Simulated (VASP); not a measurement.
# Co (P6_3/mmc) in VASP: further runs

The runs below take Co through relaxation of cell and atoms, single point, with r2SCAN.

All numbers are computed with VASP 6.6.1; they aren't measurements. Logs are shortened: lines on timing, memory, paths and dates and some standing lists are left out, and cuts for length are marked.

### Step 1. The cell of the first run

Symmetry: P6_3/mmc, No. 194, hexagonal system. The conventional cell has a = 2.507 Å, b = 2.507 Å, c = 4.069 Å, α = 90.00°, β = 90.00°, γ = 120.00°. Within 3.3 Å of Co (site symmetry -6m2) lie 12 Co at 2.50 to 2.51 Å.

### Step 2. Relaxation of cell and atoms, r2SCAN

Input file POSCAR:

```
Co
1.0
    2.5070990085      0.0000000000      0.0000000000
   -1.2535495042      2.1712114311      0.0000000000
    0.0000000000      0.0000000000      4.0686000000
Co
2
Direct
    0.3333333333      0.6666666667      0.2500000000
    0.6666666667      0.3333333333      0.7500000000
```

Input file INCAR.step1:

```
SYSTEM = Co
PREC = Accurate
ENCUT = 600
ISMEAR = -1
SIGMA = 0.1
LREAL = .FALSE.
LASPH = .TRUE.
NELM = 60
GGA = PE
ALGO = Normal
EDIFF = 1E-4
LWAVE = .TRUE.
LCHARG = .FALSE.
```

Input file INCAR.step2:

```
SYSTEM = Co
PREC = Accurate
ENCUT = 600
EDIFF = 1E-6
ISMEAR = -1
SIGMA = 0.1
LREAL = .FALSE.
LASPH = .TRUE.
NELM = 60
ALGO = Normal
ISIF = 3
LWAVE = .FALSE.
LCHARG = .FALSE.
METAGGA = R2SCAN
LMIXTAU = .TRUE.
IBRION = 2
NSW = 80
EDIFFG = -0.01
ISTART = 1
```

Input file KPOINTS:

```
Automatic mesh
0
G
  14 14 8
  0 0 0
```

Potentials or basis: VASP PAW PBE potentials, release 64 (Co).

Command:

```bash
> cat potpaw_PBE.64/Co/POTCAR > POTCAR
> cp INCAR.step1 INCAR
> mpirun -np 1 vasp_std > vasp.out
> cp INCAR.step2 INCAR
> mpirun -np 1 vasp_std > vasp.out
```

OUTCAR:

```text
SYSTEM = Co
   PREC = Accurate
   ENCUT = 600
   EDIFF = 1E-6
   ISMEAR = -1
   LREAL = .FALSE.
   LASPH = .TRUE.
   NELM = 60
   ISIF = 3
   METAGGA = R2SCAN
   IBRION = 2
   NSW = 80
   EDIFFG = -0.01
   ISTART = 1

 ion  position               nearest neighbor table
   1  0.333  0.667  0.250-   2 2.50   2 2.50   2 2.50   2 2.50   2 2.50   2 2.50
   2  0.667  0.333  0.750-   1 2.50   1 2.50   1 2.50   1 2.50   1 2.50   1 2.50

  LATTYP: Found a hexagonal cell.
 ALAT       =     2.5070990085
 C/A-ratio  =     1.6228318013

  Lattice vectors:

 A1 = (   2.5070990085,   0.0000000000,   0.0000000000)
 A2 = (  -1.2535495042,   2.1712114311,   0.0000000000)
 A3 = (   0.0000000000,   0.0000000000,   4.0686000000)

Analysis of symmetry for initial positions (statically):
=====================================================================
 Subroutine PRICEL returns:
 Original cell was already a primitive cell.

 Routine SETGRP: Setting up the symmetry group for a
 hexagonal supercell.

 Subroutine GETGRP returns: Found 24 space group operations
 (whereof 12 operations were pure point group operations)
 out of a pool of 24 trial point group operations.

The static configuration has the point symmetry D_3d.
 The point group associated with its full space group is D_6h.

Analysis of symmetry for dynamics (positions and initial velocities):
=====================================================================
 Subroutine PRICEL returns:
 Original cell was already a primitive cell.

 Routine SETGRP: Setting up the symmetry group for a
 hexagonal supercell.

 Subroutine GETGRP returns: Found 24 space group operations
 (whereof 12 operations were pure point group operations)
 out of a pool of 24 trial point group operations.

The dynamic configuration has the point symmetry D_3d.
 The point group associated with its full space group is D_6h.

 Subroutine INISYM returns: Found 24 space group operations
 (whereof 12 operations are pure point group operations),
 and found     1 'primitive' translations

----------------------------------------------------------------------------------------

                                     Primitive cell

  volume of cell :      22.1472

  direct lattice vectors                    reciprocal lattice vectors
     2.507099009  0.000000000  0.000000000     0.398867375  0.230286186  0.000000000
    -1.253549504  2.171211431  0.000000000     0.000000000  0.460572372  0.000000000
     0.000000000  0.000000000  4.068600000     0.000000000  0.000000000  0.245784791

  length of vectors
     2.507099009  2.507099008  4.068600000     0.460572372  0.460572372  0.245784791

  position of ions in fractional coordinates (direct lattice)
     0.333333333  0.666666667  0.250000000
     0.666666667  0.333333333  0.750000000

  ion indices of the primitive-cell ions
   primitive index   ion index
                 1           1
                 2           2

----------------------------------------------------------------------------------------

 KPOINTS: Automatic mesh

Automatic generation of k-mesh.
 Grid dimensions read from file:
 generate k-points for:   14   14    8

 Generating k-lattice:

  Cartesian coordinates                     Fractional coordinates (reciprocal lattice)
     0.028490527  0.016449013  0.000000000     0.071428571  0.000000000  0.000000000
     0.000000000  0.032898027  0.000000000     0.000000000  0.071428571  0.000000000
     0.000000000  0.000000000  0.030723099     0.000000000  0.000000000  0.125000000

  Length of vectors
     0.032898027  0.032898027  0.030723099

  Shift w.r.t. Gamma in fractional coordinates (k-lattice)
     0.000000000  0.000000000  0.000000000

 Subroutine IBZKPT returns following result:
 ===========================================

 Found    120 irreducible k-points:

 Following reciprocal coordinates:
            Coordinates               Weight
  0.000000  0.000000  0.000000      1.000000
  0.071429  0.000000  0.000000      6.000000
  0.142857  0.000000  0.000000      6.000000
  0.214286  0.000000  0.000000      6.000000
  0.285714  0.000000  0.000000      6.000000
  0.357143  0.000000  0.000000      6.000000
[... 16 lines left out ...]
  0.285714  0.285714  0.000000      6.000000
  0.357143  0.285714  0.000000      6.000000
 [... further k-points ...]
   k-points           NKPTS =    120   k-points in BZ     NKDIM =    120   number of bands    NBANDS=     13
   number of dos      NEDOS =    301   number of ions     NIONS =      2
   total plane-waves  NPLWV =  14400
   dimension x,y,z NGX =    20 NGY =   20 NGZ =   36
   dimension x,y,z NGXF=    40 NGYF=   40 NGZF=   72
   ions per type =               2
   NGX,Y,Z   is equivalent  to a cutoff of  13.26, 13.26, 14.71 a.u.
   NGXF,Y,Z  is equivalent  to a cutoff of  26.52, 26.52, 29.42 a.u.
 SYSTEM =  Co
   PREC   = accura    normal or accurate (medium, high low for compatibility)
   ISTART =      1    job   : 0-new  1-cont  2-samecut
   ICHARG =      0    charge: 1-file 2-atom 10-const
   ISPIN  =      1    spin polarized calculation?
   LNONCOLLINEAR =      F non collinear calculations
   LSORBIT =      F    spin-orbit coupling
   LASPH  =      T    aspherical Exc in radial PAW
   ENCUT  =  600.0 eV  44.10 Ry    6.64 a.u.   5.01  5.01  8.13*2*pi/ulx,y,z
   NELM   =     60;   NELMIN=  2; NELMDL=  0     # of ELM steps
   EDIFF  = 0.1E-05   stopping-criterion for ELM
   LREAL  =      F    real-space projection
   EDIFFG = -.1E-01   stopping-criterion for IOM
   NSW    =     80    number of steps for IOM
   IBRION =      2    ionic relax: 0-MD 1-quasi-New 2-CG
   NFREE  =      1    steps in history (QN), initial steepest desc. (CG)
   ISIF   =      3    stress and relaxation
   ISYM   =      2    0-nonsym 1-usesym 2-fastsym
   POTIM  = 0.5000    time-step for ionic-motion
   TEBEG  =    0.0;   TEEND  =   0.0 temperature during run
   PSTRESS=    0.0 pullay stress
   NELECT =      18.0000    total number of electrons
   NUPDOWN=      -1.0000    fix difference up-down
   EMIN   =  10.00;   EMAX   =-10.00  energy-range for DOS
   EFERMI =   0.00;   METHOD = LEGACY
   ISMEAR =    -1;   SIGMA  =   0.10  broadening in eV -4-tet -1-fermi 0-gaus
   EFERMI_NEDOS =   21; number of points for ismear=-14 and -15
   IALGO  =     38    algorithm
   IMIX   =      4    mixing-type and parameters
     AMIX     =   0.40;   BMIX     =  1.00
     AMIX_MAG =   1.60;   BMIX_MAG =  1.00
  volume/ion in A,a.u.               =      11.07        74.73
  Fermi-wavevector in a.u.,A,eV,Ry     =   1.527775  2.887077 31.757320  2.334097
  Thomas-Fermi vector in A             =   2.635625
   LORBIT       =      0    0 simple, 1 ext, 2 COOP (PROOUT), +10 PAW based schemes
   METAGGA = R2SCAN    functional components
   LHFCALC =     F    Hartree Fock is set to
   AEXX    =    0.0000 exact exchange contribution
   IVDW    =     0    specifies the selected vdW correction
   LEPSILON=     F    determine dielectric tensor
   LRPA    =     F    only Hartree local field effects (RPA)
 conjugate gradient relaxation of ions
 non-spin polarized calculation
  energy-cutoff  :      600.00
  volume of cell :       22.15
 maximum number of plane-waves:       764
 NGX is ok and might be reduce to    20
   NGX =  9   NGY =  9   NGZ = 17

--------------------------------------- Ionic step        1  -------------------------------------------

 number of electron      17.9999999 magnetization

 Free energy of the ion-electron system (eV)
  ---------------------------------------------------
  ext. energy  EPLUGINS =         0.00000000
  ---------------------------------------------------
  free energy    TOTEN  =       -25.32639607 eV

  energy without entropy =      -25.13305230  energy(sigma->0) =      -25.22972418

 E-fermi :   9.6564     XC(G=0): -14.4658

 val. band max:        9.6549783647   @ k =   0.2143   0.2143   0.3750
 cond. band min:       9.6613285208   @ k =   0.1429   0.0000   0.5000
 fundamental gap:      0.0063501560
 Fermi energy:         9.6564121020

 k-point     1 :       0.0000    0.0000    0.0000
  band No.  band energies     occupation
      1       0.5787      2.00000
      2       5.0248      2.00000
      3       7.8863      2.00000
      4       7.9296      2.00000
      5       7.9297      2.00000
      6       8.2553      2.00000
      7       8.2553      2.00000
      8       8.6270      1.99993
      9       8.6270      1.99993
     10       9.5574      1.45813
     11       9.7559      0.54006
     12       9.7559      0.54003
     13      16.6286      0.00000
[... 353 lines left out ...]
 k-point    24 :       0.3571    0.2857    0.0000
  band No.  band energies     occupation
      1       6.0443      2.00000
      2       6.2070      2.00000
      3       6.3187      2.00000
      4       6.6087      2.00000
      5       7.5337      2.00000
      6       7.6364      2.00000
      7       8.5456      1.99997
      8       9.5860      1.33802
      9       9.7475      0.57368
     10       9.7622      0.51526
     11      14.0934      0.00000
     12      15.0473      0.00000
     13      16.6791      0.00000

 [... further k-points ...]
[... 5 lines left out ...]
  --------------------------------------------------------------------------------------
  -------------------------------------------------------------------------------------
  Total       -3.0148043     -3.0148043     -3.2878993     -0.0000000      0.0000000      0.0000000
  in kB     -218.0977130   -218.0977130   -237.8540200     -0.0000000      0.0000000      0.0000000
  external PRESSURE =    -224.6831487 kB  Pullay stress =       0.0000000 kB
[... 237 lines left out ...]
  energy  without entropy=      -25.3256035937  energy(sigma->0) =      -25.41077078

--------------------------------------- Ionic step        8  -------------------------------------------

 number of electron      18.0000007 magnetization

 Free energy of the ion-electron system (eV)
  ---------------------------------------------------
  ext. energy  EPLUGINS =         0.00000000
  ---------------------------------------------------
  free energy    TOTEN  =       -25.49597792 eV

  energy without entropy =      -25.32579782  energy(sigma->0) =      -25.41088787

 E-fermi :  11.2663     XC(G=0): -15.1869

 val. band max:       11.2589629755   @ k =   0.2143   0.2143   0.3750
 cond. band min:      11.2675679055   @ k =   0.2857   0.2857   0.1250
 fundamental gap:      0.0086049299
 Fermi energy:        11.2662836274

 k-point     1 :       0.0000    0.0000    0.0000
  band No.  band energies     occupation
      1       1.4562      2.00000
      2       5.9833      2.00000
      3       9.2236      2.00000
      4       9.2342      2.00000
      5       9.2342      2.00000
      6       9.6297      2.00000
      7       9.6297      2.00000
      8      10.0264      1.99999
      9      10.0264      1.99999
     10      11.1095      1.65507
     11      11.3743      0.50681
     12      11.3743      0.50680
     13      19.2104      0.00000
[... 353 lines left out ...]
 k-point    24 :       0.3571    0.2857    0.0000
  band No.  band energies     occupation
      1       7.0101      2.00000
      2       7.2934      2.00000
      3       7.3838      2.00000
      4       7.7227      2.00000
      5       8.7797      2.00000
      6       8.9091      2.00000
      7       9.9797      1.99999
      8      11.1837      1.39076
      9      11.3688      0.52816
     10      11.4134      0.37341
     11      16.0554      0.00000
     12      17.2025      0.00000
     13      18.8741      0.00000

 [... further k-points ...]
[... 5 lines left out ...]
  --------------------------------------------------------------------------------------
  -------------------------------------------------------------------------------------
  Total        0.0037887      0.0037887      0.0174549      0.0000000      0.0000000     -0.0000000
  in kB        0.3040448      0.3040448      1.4007637      0.0000000      0.0000000     -0.0000000
  external PRESSURE =       0.6696177 kB  Pullay stress =       0.0000000 kB
[... 17 lines left out ...]
  FREE ENERGIE OF THE ION-ELECTRON SYSTEM (eV)
  ---------------------------------------------------
  free  energy   TOTEN  =       -25.4959779230 eV

  energy  without entropy=      -25.3257978209  energy(sigma->0) =      -25.41088787

 reached required accuracy - stopping structural energy minimisation
```

Run time: 13 min. Hardware: 1 thread of Intel Xeon 6975P-C, shared host; peak memory 0.19 GiB.

What came out:

```
Free energy                            : -25.4960 eV
Relaxed volume                         : 9.98 Å³/atom
Relaxed cell                           : a = 2.428 Å, b = 2.428 Å, c = 3.912 Å, α = 90.00°, β = 90.00°, γ = 120.00°
Space group after relaxing (to 0.05 Å) : P6_3/mmc (No. 194)
Energy gained by relaxing              : 84.8 meV/atom
Ionic steps                            : 8
Pressure after relaxing                : 0.1 GPa
Band gap on the k mesh                 : zero (band 9 reaches 11.66 eV, above the bottom of band 10 at 9.97 eV)
```

The path:
```
step  energy change (eV)  largest force (eV/Å)  pressure (GPa)  volume (Å³)
   1              0.0000                0.0000          -22.47        22.15
   2              0.1628                0.0000           49.59        17.53
   3             -0.1692                0.0000           -0.85        20.03
   4             -0.1694                0.0000           -0.14        19.98
   5             -0.1694                0.0000            0.45        19.94
   6             -0.1695                0.0000           -0.54        20.01
   7             -0.1695                0.0000           -0.25        19.99
   8             -0.1696                0.0000            0.07        19.96
```

Final structure:
```
Co
1.0
     2.42763    0.00000    0.00000
    -1.21381    2.10239    0.00000
     0.00000    0.00000    3.91173
Co
2
Cartesian
  0.0000 1.4016 0.9779
  1.2138 0.7008 2.9338
```

Levels at points of the mesh, in eV from the Fermi level:
```tsv
k point	band 7	band 8	band 9	band 10	band 11	band 12
(0.00, 0.00, 0.00)	-1.64	-1.24	-1.24	-0.16	0.11	0.11
(0.50, 0.00, 0.00)	-1.58	0.27	0.39	0.46	2.10	4.33
(0.00, 0.00, 0.50)	-2.12	-2.12	-0.26	-0.26	-0.26	-0.26
(0.50, 0.00, 0.50)	-0.40	-0.40	0.39	0.39	2.02	2.02
```

Caveat: the PAW data sets were made with another functional, which shifts forces and pressure a little; the run has no spin polarisation, though such a crystal can be magnetic. Spin polarisation is off, so any magnetic state and its effect on volume and gap are missing.

### Step 3. Single point, r2SCAN, collinear spin, ferromagnetic start

This run uses another cell than the first one, of 10.65 Å³/atom, 0.962 times its volume.

Input file POSCAR:

```
Co
1.0
    2.4715232260      0.0000000000      0.0000000000
   -1.2357616130      2.1404018997      0.0000000000
    0.0000000000      0.0000000000      4.0271144694
Co
2
Direct
    0.3333333333      0.6666666667      0.2500000000
    0.6666666667      0.3333333333      0.7500000000
```

Input file INCAR.step1:

```
SYSTEM = Co
ALGO     = Normal         ! electronic algorithm
EDIFF    = 1E-4           ! SCF threshold, eV
ENCUT    = 520            ! plane-wave cutoff, eV
GGA      = PE             ! functional
ISMEAR   = -1             ! smearing method
ISPIN    = 2              ! spin polarisation
LASPH    = .True.         ! aspherical terms in the spheres
LCHARG   = .False.        ! write CHGCAR
LMAXMIX  = 4              ! l up to which the mixer works
LREAL    = .False.        ! projectors in reciprocal space
LWAVE    = .True.         ! write WAVECAR
MAGMOM   = 1.7 1.7        ! initial moments
NBANDS   = 20             ! bands
NELM     = 150            ! most SCF steps
PREC     = Accurate       ! precision mode
SIGMA    = 0.05           ! smearing width, eV
```

Input file INCAR.step2:

```
SYSTEM = Co
ALGO     = Normal         ! electronic algorithm
EDIFF    = 1E-6           ! SCF threshold, eV
ENCUT    = 520            ! plane-wave cutoff, eV
ISIF     = 2              ! what is computed and relaxed
ISMEAR   = -1             ! smearing method
ISPIN    = 2              ! spin polarisation
ISTART   = 1            
LASPH    = .True.         ! aspherical terms in the spheres
LCHARG   = .False.        ! write CHGCAR
LMAXMIX  = 4              ! l up to which the mixer works
LMIXTAU  = .True.       
LORBIT   = 11             ! projections on sites
LREAL    = .False.        ! projectors in reciprocal space
LWAVE    = .False.        ! write WAVECAR
MAGMOM   = 1.7 1.7        ! initial moments
METAGGA  = R2SCAN         ! meta-GGA
NBANDS   = 20             ! bands
NELM     = 150            ! most SCF steps
PREC     = Accurate       ! precision mode
SIGMA    = 0.05           ! smearing width, eV
```

Input file KPOINTS:

```
k-points
0
Gamma
  14 14 8
  0 0 0
```

Potentials or basis: VASP PAW PBE potentials, release 64 (Co).

Command:

```bash
> cat potpaw_PBE.64/Co/POTCAR > POTCAR
> cp INCAR.step1 INCAR
> mpirun -np 1 vasp_std > vasp.out
> cp INCAR.step2 INCAR
> mpirun -np 1 vasp_std > vasp.out
```

Run time: 4.9 min. Hardware: 1 thread of Intel Xeon Platinum 8259CL at 2.50GHz (Skylake/Cascade Lake), shared host; peak memory 0.19 GiB.

It converged, with:

```yaml
Free_energy: -26.4238 eV
Pressure: -0.1 GPa
Net_moment: 3.55 μB per cell
Site_moments: Co +1.83 μB
Valence_electrons_inside_the_program's_atomic_spheres: Co 8.33
```

Stress tensor (GPa, compression positive):
```
 0.02  0.00  0.00
 0.00  0.02  0.00
 0.00  0.00 -0.20
```

Levels at points of the mesh, in eV from the Fermi level:
Spin up:
```csv
k point,band 8,band 9,band 10,band 11,band 12,band 13,band 14,band 15
"(0.00, 0.00, 0.00)",-2.73,-2.73,-1.64,-1.64,-0.33,6.22,22.95,25.75
"(0.50, 0.00, 0.00)",-1.45,-1.43,-1.31,0.94,3.15,9.87,10.65,12.86
"(0.00, 0.00, 0.50)",-3.45,-1.96,-1.96,-1.96,-1.96,15.29,15.29,23.73
"(0.50, 0.00, 0.50)",-1.77,-1.37,-1.37,1.46,1.46,7.30,7.30,19.17
```
Spin down:
```csv
k point,band 4,band 5,band 6,band 7,band 8,band 9,band 10,band 11
"(0.00, 0.00, 0.00)",-0.89,-0.89,-0.84,-0.50,-0.50,0.04,0.04,1.32
"(0.50, 0.00, 0.00)",-2.32,-1.07,-0.99,-0.63,1.44,1.59,1.61,2.67
"(0.00, 0.00, 0.50)",-1.69,-0.94,-0.94,-0.94,-0.94,0.96,0.96,0.96
"(0.50, 0.00, 0.50)",-2.57,0.04,0.04,0.13,0.13,1.55,1.55,2.22
```

Caveat: the PAW data sets were made with another functional, which shifts forces and pressure a little.
